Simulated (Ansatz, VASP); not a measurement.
# Ti: VASP beside Ansatz

```
Ti
1.0
     0.01485   -2.91416    0.00220
    -4.08897   -0.02061    0.01948
    -0.01408    0.00216   -2.91423
Ti
2
Cartesian
  -2.0441 -1.4663 -1.4463
  0.0000 0.0000 0.0000
```

Change from the starting cell: cell sheared at random, sigma 0.06, atoms nudged by 0.01 Å; relaxed back.

Alike in both runs: functional r2SCAN; k mesh 10 × 10 × 10; occupations gaussian, width 0.15 eV; no spin polarisation.

Ansatz relaxed the structure, and its values are those at the end. VASP's run is a single point on that final structure, the one shown.

|  | VASP | Ansatz |
| --- | --- | --- |
| version | VASP 6.6.1 | Ansatz 0.2.0 |
| potentials or method | VASP PAW PBE potentials, release 64 (Ti_sv), cutoff 520 eV | scalar-relativistic, plane waves, PAW |
| valence electrons in the cell | 24 | 24 |

Ansatz gave:

```
gap on the k mesh at the Fermi level (eV) : none
pressure (GPa)                            : 0.0
```

Which values does VASP return?

gap on the k mesh at the Fermi level (eV): none; pressure (GPa): 0.4.

VASP's potentials were made for PBE, not for r2SCAN. A gap of «none» marks a metal or a gap that the smearing closes.
